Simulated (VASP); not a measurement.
Write the native input for VASP 6.6.1 that does the following.

* Task: single point
* Functional: PBE
* Potentials or basis: VASP PAW PBE potentials, release 64 (Li_sv, H)
* Cutoff: 520 eV
* k mesh: 8 × 8 × 8
* Occupations: gaussian, width 0.01 eV
* Spin: no spin polarisation
* Dipole correction: no
* Further INCAR settings: ALGO = Normal; EDIFF = 1e-07; NBANDS = 9

The structure of LiH lies in POSCAR:

```
LiH
1.0
    2.5016587112      0.0000000000      0.0000000000
    0.0000000000      2.5016587112      0.0000000000
    0.0000000000      0.0000000000      2.5016587112
Li H
1 1
Direct
    0.0000000000      0.0000000000      0.0000000000
    0.5000000000      0.5000000000      0.5000000000
```

One way to write it, as run:

INCAR

```
  PREC = Accurate
  ENCUT = 520
  EDIFF = 1E-7
  ISMEAR = 0
  SIGMA = 0.01
  LREAL = F
  LASPH = T
  NELM = 80
  ALGO = Normal
  ISIF = 2
  LWAVE = F
  LCHARG = F
  GGA = PE
  NBANDS = 9
```

KPOINTS

```
Automatic mesh
0
Gamma
  8 8 8
```

Potentials or basis: VASP PAW PBE potentials, release 64 (Li_sv, H).

Run with:

```bash
$ cat potpaw_PBE.64/Li_sv/POTCAR potpaw_PBE.64/H/POTCAR > POTCAR
$ mpirun -np 1 vasp_std > vasp.out
```

Results of the run:

* Band gap on the k mesh: 0.73 eV, indirect (least direct gap 4.21 eV)

Run time: 4.6 s on 1 thread of Intel(R) Xeon(R) Platinum 8488C (Sapphire Rapids), on a shared host, peak memory 0.12 GiB.
